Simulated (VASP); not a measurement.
# MgS (P6_3/mmc) in VASP: notebook

MgS is run at these levels: PBE, r2SCAN; tasks: single point.

Program: VASP 6.6.1. These are calculated values, not measurements. Logs are shortened: lines on timing, memory, paths and dates and some standing lists are left out, and cuts for length are marked.

### 1 The cell of the first run

Symmetry: P6_3/mmc, No. 194, hexagonal system. The conventional cell has a = 3.645 Å, b = 3.645 Å, c = 5.918 Å, α = 90.00°, β = 90.00°, γ = 120.00°. Mg (site symmetry -3m) has 6 S at 2.57 Å and 2 Mg at 2.96 Å within 3.4 Å. Within 3.4 Å of S (site symmetry -6m2) lie 6 Mg at 2.57 Å.

### 2 Single point, PBE (uniaxial z strain -3.7%)

INCAR

```
SYSTEM = MgS
PREC = Accurate
ENCUT = 520
EDIFF = 1E-6
ISMEAR = -1
SIGMA = 0.02
LREAL = .False.
LASPH = .True.
NELM = 80
ALGO = Normal
ISIF = 2
LWAVE = .False.
LCHARG = .False.
GGA = PE
NBANDS = 16
```

KPOINTS

```
Automatic mesh
0
Gamma
  12 12 4
  0 0 0
```

POSCAR

```
MgS
1.0
    3.6454348054      0.0000000000      0.0000000000
   -1.8227174027      3.1570391493      0.0000000000
    0.0000000000      0.0000000000      5.9180597119
Mg S
2 2
Direct
    0.0000000000      0.0000000000      0.0000000000
    0.0000000000      0.0000000000      0.5000000000
    0.3333333333      0.6666666667      0.2500000000
    0.6666666667      0.3333333333      0.7500000000
```

Potentials or basis: VASP PAW PBE potentials, release 64 (Mg, S).

On the command line:

```console
cat potpaw_PBE.64/Mg/POTCAR potpaw_PBE.64/S/POTCAR > POTCAR
mpirun -np 1 vasp_std > vasp.out
```

OUTCAR:

```text
SYSTEM = MgS
   PREC = Accurate
   ENCUT = 520
   EDIFF = 1E-6
   ISMEAR = -1
   LREAL = .False.
   LASPH = .True.
   NELM = 80
   ISIF = 2
   GGA = PE

 ion  position               nearest neighbor table
   1  0.000  0.000  0.000-   3 2.57   4 2.57   3 2.57   4 2.57   4 2.57   3 2.57   2 2.96   2 2.96

   2  0.000  0.000  0.500-   3 2.57   4 2.57   3 2.57   4 2.57   4 2.57   3 2.57   1 2.96   1 2.96

   3  0.333  0.667  0.250-   1 2.57   2 2.57   1 2.57   2 2.57   1 2.57   2 2.57
   4  0.667  0.333  0.750-   1 2.57   2 2.57   1 2.57   2 2.57   1 2.57   2 2.57

  LATTYP: Found a hexagonal cell.
 ALAT       =     3.6454348054
 C/A-ratio  =     1.6234166918

  Lattice vectors:

 A1 = (   3.6454348054,   0.0000000000,   0.0000000000)
 A2 = (  -1.8227174027,   3.1570391493,   0.0000000000)
 A3 = (   0.0000000000,   0.0000000000,   5.9180597119)

Analysis of symmetry for initial positions (statically):
=====================================================================
 Subroutine PRICEL returns:
 Original cell was already a primitive cell.

 Routine SETGRP: Setting up the symmetry group for a
 hexagonal supercell.

 Subroutine GETGRP returns: Found 24 space group operations
 (whereof 12 operations were pure point group operations)
 out of a pool of 24 trial point group operations.

The static configuration has the point symmetry D_3d.
 The point group associated with its full space group is D_6h.

Analysis of symmetry for dynamics (positions and initial velocities):
=====================================================================
 Subroutine PRICEL returns:
 Original cell was already a primitive cell.

 Routine SETGRP: Setting up the symmetry group for a
 hexagonal supercell.

 Subroutine GETGRP returns: Found 24 space group operations
 (whereof 12 operations were pure point group operations)
 out of a pool of 24 trial point group operations.

The dynamic configuration has the point symmetry D_3d.
 The point group associated with its full space group is D_6h.

 Subroutine INISYM returns: Found 24 space group operations
 (whereof 12 operations are pure point group operations),
 and found     1 'primitive' translations

----------------------------------------------------------------------------------------

                                     Primitive cell

  volume of cell :      68.1096

  direct lattice vectors                    reciprocal lattice vectors
     3.645434805  0.000000000  0.000000000     0.274315700  0.158376243  0.000000000
    -1.822717403  3.157039149  0.000000000     0.000000000  0.316752486  0.000000000
     0.000000000  0.000000000  5.918059712     0.000000000  0.000000000  0.168974300

  length of vectors
     3.645434805  3.645434805  5.918059712     0.316752486  0.316752486  0.168974300

  position of ions in fractional coordinates (direct lattice)
     0.000000000  0.000000000  0.000000000
     0.000000000  0.000000000  0.500000000
     0.333333333  0.666666667  0.250000000
     0.666666667  0.333333333  0.750000000

  ion indices of the primitive-cell ions
   primitive index   ion index
                 1           1
                 2           2
                 3           3
                 4           4

----------------------------------------------------------------------------------------

 KPOINTS: Automatic mesh

Automatic generation of k-mesh.
 Grid dimensions read from file:
 generate k-points for:   12   12    4

 Generating k-lattice:

  Cartesian coordinates                     Fractional coordinates (reciprocal lattice)
     0.022859642  0.013198020  0.000000000     0.083333333 -0.000000000  0.000000000
     0.000000000  0.026396041  0.000000000     0.000000000  0.083333333  0.000000000
     0.000000000  0.000000000  0.042243575     0.000000000  0.000000000  0.250000000

  Length of vectors
     0.026396041  0.026396041  0.042243575

  Shift w.r.t. Gamma in fractional coordinates (k-lattice)
     0.000000000  0.000000000  0.000000000

 Subroutine IBZKPT returns following result:
 ===========================================

 Found     57 irreducible k-points:

 Following reciprocal coordinates:
            Coordinates               Weight
  0.000000  0.000000  0.000000      1.000000
  0.083333  0.000000  0.000000      6.000000
  0.166667  0.000000  0.000000      6.000000
  0.250000  0.000000  0.000000      6.000000
  0.333333  0.000000  0.000000      6.000000
  0.416667 -0.000000  0.000000      6.000000
[... 16 lines left out ...]
  0.250000  0.000000  0.250000     12.000000
  0.333333  0.000000  0.250000     12.000000
 [... further k-points ...]
   k-points           NKPTS =     57   k-points in BZ     NKDIM =     57   number of bands    NBANDS=     16
   number of dos      NEDOS =    301   number of ions     NIONS =      4
   total plane-waves  NPLWV =  37632
   dimension x,y,z NGX =    28 NGY =   28 NGZ =   48
   dimension x,y,z NGXF=    56 NGYF=   56 NGZF=   96
   ions per type =               2   2
   NGX,Y,Z   is equivalent  to a cutoff of  12.77, 12.77, 13.48 a.u.
   NGXF,Y,Z  is equivalent  to a cutoff of  25.54, 25.54, 26.97 a.u.
 SYSTEM =  MgS
   PREC   = accura    normal or accurate (medium, high low for compatibility)
   ISTART =      0    job   : 0-new  1-cont  2-samecut
   ICHARG =      2    charge: 1-file 2-atom 10-const
   ISPIN  =      1    spin polarized calculation?
   LNONCOLLINEAR =      F non collinear calculations
   LSORBIT =      F    spin-orbit coupling
   LASPH  =      T    aspherical Exc in radial PAW
   ENCUT  =  520.0 eV  38.22 Ry    6.18 a.u.   6.78  6.78 11.00*2*pi/ulx,y,z
   NELM   =     80;   NELMIN=  2; NELMDL= -5     # of ELM steps
   EDIFF  = 0.1E-05   stopping-criterion for ELM
   LREAL  =      F    real-space projection
   EDIFFG = 0.1E-04   stopping-criterion for IOM
   NSW    =      0    number of steps for IOM
   IBRION =     -1    ionic relax: 0-MD 1-quasi-New 2-CG
   NFREE  =      0    steps in history (QN), initial steepest desc. (CG)
   ISIF   =      2    stress and relaxation
   ISYM   =      2    0-nonsym 1-usesym 2-fastsym
   POTIM  = 0.5000    time-step for ionic-motion
   TEBEG  =    0.0;   TEEND  =   0.0 temperature during run
   PSTRESS=    0.0 pullay stress
   NELECT =      16.0000    total number of electrons
   NUPDOWN=      -1.0000    fix difference up-down
   EMIN   =  10.00;   EMAX   =-10.00  energy-range for DOS
   EFERMI =   0.00;   METHOD = LEGACY
   ISMEAR =    -1;   SIGMA  =   0.02  broadening in eV -4-tet -1-fermi 0-gaus
   EFERMI_NEDOS =   21; number of points for ismear=-14 and -15
   IALGO  =     38    algorithm
   IMIX   =      4    mixing-type and parameters
     AMIX     =   0.40;   BMIX     =  1.00
     AMIX_MAG =   1.60;   BMIX_MAG =  1.00
  volume/ion in A,a.u.               =      17.03       114.91
  Fermi-wavevector in a.u.,A,eV,Ry     =   1.010133  1.908875 13.882962  1.020369
  Thomas-Fermi vector in A             =   2.143104
   LORBIT       =      0    0 simple, 1 ext, 2 COOP (PROOUT), +10 PAW based schemes
   GGA     = PE    functional components
   LHFCALC =     F    Hartree Fock is set to
   AEXX    =    0.0000 exact exchange contribution
   IVDW    =     0    specifies the selected vdW correction
   LEPSILON=     F    determine dielectric tensor
   LRPA    =     F    only Hartree local field effects (RPA)
 non-spin polarized calculation
  energy-cutoff  :      520.00
  volume of cell :       68.11
 maximum number of plane-waves:      1854
 NGX is ok and might be reduce to    28
   NGX = 13   NGY = 13   NGZ = 23

 number of electron      16.0000003 magnetization

 Free energy of the ion-electron system (eV)
  ---------------------------------------------------
  ext. energy  EPLUGINS =         0.00000000
  ---------------------------------------------------
  free energy    TOTEN  =       -16.82471460 eV

  energy without entropy =      -16.82471460  energy(sigma->0) =      -16.82471460

 E-fermi :   4.4829     XC(G=0):  -9.8079

 val. band max:        4.0433441404   @ k =   0.0000   0.0000   0.0000
 cond. band min:       7.5754981095   @ k =   0.3333   0.3333   0.0000
 fundamental gap:      3.5321539691
 Fermi energy:         4.4829191124

 k-point     1 :       0.0000    0.0000    0.0000
  band No.  band energies     occupation
      1      -8.8700      2.00000
      2      -7.4754      2.00000
      3      -0.9732      2.00000
      4       3.3419      2.00000
      5       3.3419      2.00000
      6       3.9071      2.00000
[... 8 lines left out ...]
     15      12.4343      0.00000
     16      13.2871      0.00000

 k-point     2 :       0.0833    0.0000    0.0000
  band No.  band energies     occupation
      1      -8.8065      2.00000
      2      -7.4407      2.00000
      3      -0.8916      2.00000
      4       2.9377      2.00000
      5       3.2280      2.00000
      6       3.4981      2.00000
[... 8 lines left out ...]
     15      12.5735      0.00000
     16      12.7110      0.00000

 k-point     3 :       0.1667    0.0000    0.0000
  band No.  band energies     occupation
      1      -8.6223      2.00000
      2      -7.3458      2.00000
      3      -0.6506      2.00000
      4       2.0119      2.00000
      5       2.6618      2.00000
      6       2.9673      2.00000
[... 8 lines left out ...]
     15      12.5133      0.00000
     16      12.9396      0.00000

 k-point     4 :       0.2500    0.0000    0.0000
  band No.  band energies     occupation
      1      -8.3375      2.00000
      2      -7.2199      2.00000
      3      -0.2638      2.00000
      4       0.9845      2.00000
      5       1.7858      2.00000
      6       2.6765      2.00000
[... 8 lines left out ...]
     15      13.1638      0.00000
     16      13.5175      0.00000
[... 324 lines left out ...]
 k-point    22 :       0.1667    0.0000    0.2500
  band No.  band energies     occupation
      1      -8.4725      2.00000
      2      -7.5837      2.00000
      3      -0.1450      2.00000
      4       2.0526      2.00000
      5       2.3565      2.00000
      6       3.0747      2.00000
[... 8 lines left out ...]
     15      12.8102      0.00000
     16      13.1263      0.00000

 k-point    23 :       0.2500    0.0000    0.2500
  band No.  band energies     occupation
      1      -8.2017      2.00000
      2      -7.4199      2.00000
      3       0.0102      2.00000
      4       1.1518      2.00000
      5       1.6166      2.00000
      6       2.7971      2.00000
[... 8 lines left out ...]
     15      13.1460      0.00000
     16      13.6526      0.00000

 k-point    24 :       0.3333    0.0000    0.2500
  band No.  band energies     occupation
      1      -7.8791      2.00000
      2      -7.2605      2.00000
      3      -0.1935      2.00000
      4       0.4898      2.00000
      5       1.2779      2.00000
      6       2.5583      2.00000
[... 8 lines left out ...]
     15      14.0059      0.00000
     16      14.5910      0.00000

 [... further k-points ...]
[... 5 lines left out ...]
  --------------------------------------------------------------------------------------
  -------------------------------------------------------------------------------------
  Total        0.9944972      0.9944972      3.5165079     -0.0000000      0.0000000      0.0000000
  in kB       23.3940555     23.3940555     82.7205741     -0.0000000      0.0000000      0.0000000
  external PRESSURE =      43.1695617 kB  Pullay stress =       0.0000000 kB

 VOLUME and BASIS-vectors are now :
 -----------------------------------------------------------------------------
  energy-cutoff  :      520.00
  volume of cell :       68.11
      direct lattice vectors                 reciprocal lattice vectors
     3.645434805  0.000000000  0.000000000     0.274315700  0.158376243  0.000000000
    -1.822717403  3.157039149  0.000000000     0.000000000  0.316752486  0.000000000
     0.000000000  0.000000000  5.918059712     0.000000000  0.000000000  0.168974300

 POSITION                                       TOTAL-FORCE (eV/Angst)
 -----------------------------------------------------------------------------------
      0.00000      0.00000      0.00000         0.000000      0.000000     -0.000000
      0.00000      0.00000      2.95903         0.000000      0.000000     -0.000000
     -0.00000      2.10469      1.47951        -0.000000      0.000000      0.000000
      1.82272      1.05235      4.43854         0.000000     -0.000000     -0.000000
 -----------------------------------------------------------------------------------
    total drift:                                0.000000     -0.000000     -0.000000

  FREE ENERGIE OF THE ION-ELECTRON SYSTEM (eV)
  ---------------------------------------------------
  free  energy   TOTEN  =       -16.8247146007 eV

  energy  without entropy=      -16.8247146007  energy(sigma->0) =      -16.82471460
```

Wall time 53 s (1 thread of AMD EPYC 7R13, shared host); peak memory 0.19 GiB.

Results:

```
Free energy            : -16.8247 eV
Pressure               : 4.3 GPa
Band gap on the k mesh : 3.53 eV, indirect (least direct gap 3.79 eV)
```

Levels at points of the mesh, in eV from the valence-band top:
```tsv
k point	band 4	band 5	band 6	band 7	band 8	band 9	band 10	band 11	band 12	band 13
(0.00, 0.00, 0.00)	-0.70	-0.70	-0.14	-0.14	0.00	3.79	4.45	7.04	7.65	7.65
(0.50, 0.00, 0.00)	-3.70	-2.94	-1.83	-1.71	-0.70	3.82	4.70	4.99	6.93	8.76
(0.00, 0.00, 0.50)	-2.90	-0.42	-0.42	-0.42	-0.42	4.73	4.73	7.33	7.33	7.33
(0.50, 0.00, 0.50)	-4.74	-1.47	-1.47	-1.34	-1.34	4.22	4.22	5.31	5.31	9.11
```

Caveat: the cell differs from its parent crystal (uniaxial z strain -3.7%).

### 3 Single point, r2SCAN (uniaxial z strain -3.7%)

POSCAR is that of step 2.

INCAR.step1

```
ALGO = Normal
EDIFF = 1E-4
ENCUT = 520
GGA = PE
ISMEAR = 0
LASPH = T
LCHARG = F
LREAL = F
LWAVE = T
NBANDS = 16
NELM = 80
PREC = Accurate
SIGMA = 0.01
```

INCAR.step2

```
ALGO = Normal
EDIFF = 1E-7
ENCUT = 520
ISIF = 2
ISMEAR = 0
ISTART = 1
LASPH = T
LCHARG = T
LELF = T
LMIXTAU = T
LREAL = F
LVHAR = T
LWAVE = F
METAGGA = R2SCAN
NBANDS = 16
NELM = 80
PREC = Accurate
SIGMA = 0.01
```

KPOINTS

```
k-points
0
Gamma
  12 12 4
```

Potentials or basis: VASP PAW PBE potentials, release 64 (Mg, S).

On the command line:

```console
cat potpaw_PBE.64/Mg/POTCAR potpaw_PBE.64/S/POTCAR > POTCAR
cp INCAR.step1 INCAR
mpirun -np 1 vasp_std > vasp.out
cp INCAR.step2 INCAR
mpirun -np 1 vasp_std > vasp.out
```

Wall time 6.2 min (1 thread of AMD EPYC 7R13, shared host); peak memory 0.2 GiB.

It converged, with:

- Free energy: -30.8447 eV
- Pressure: 2.9 GPa
- Band gap on the k mesh: 4.18 eV, indirect (least direct gap 4.69 eV)

Stress tensor (GPa, compression positive):
```
0.81 0.00 0.00
0.00 0.81 0.00
0.00 0.00 7.16
```

Levels at points of the mesh, in eV from the valence-band top:
| k point | band 4 | band 5 | band 6 | band 7 | band 8 | band 9 | band 10 | band 11 | band 12 | band 13 |
| --- | --- | --- | --- | --- | --- | --- | --- | --- | --- | --- |
| (0.00, 0.00, 0.00) | -0.73 | -0.73 | -0.14 | -0.14 | 0.00 | 4.69 | 5.09 | 7.63 | 8.27 | 8.27 |
| (0.50, 0.00, 0.00) | -3.78 | -2.99 | -1.88 | -1.71 | -0.74 | 4.37 | 5.34 | 5.64 | 7.52 | 9.47 |
| (0.00, 0.00, 0.50) | -2.90 | -0.44 | -0.44 | -0.44 | -0.44 | 5.44 | 5.44 | 7.92 | 7.92 | 7.92 |
| (0.50, 0.00, 0.50) | -4.81 | -1.50 | -1.50 | -1.38 | -1.38 | 4.87 | 4.87 | 5.86 | 5.86 | 9.79 |

Caveat: the cell differs from its parent crystal (uniaxial z strain -3.7%); the PAW data sets were made with another functional, which shifts forces and pressure a little.
